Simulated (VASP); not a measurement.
The system is GaN.

```
Ga N
1.0
     0.00000    2.24895    2.24895
     2.24895    0.00000    2.24895
     2.24895    2.24895    0.00000
Ga N
1 1
Direct
  0.00000 0.00000 0.00000
  0.25000 0.25000 0.25000
```

Base run:

| Property | Result |
| --- | --- |
| Program | VASP 6.6.1 |
| Functional | HSE06 |
| Potentials or basis | VASP PAW PBE potentials, release 64 (Ga_d, N) |
| Cutoff | 520 eV |
| k mesh | 6 × 6 × 6 |
| Occupations | gaussian, width 0.01 eV |
| Spin | no spin polarisation |

Its results: band gap on the k mesh 3.02 eV; pressure -0.1 GPa.

Task: The run is repeated on the same cell with these changes: functional from HSE06 to PBE0. What comes out?

Result: Band gap on the k mesh 3.75 eV; pressure -0.2 GPa.

Caveats: the PAW data sets were made with another functional, which shifts forces and pressure a little.

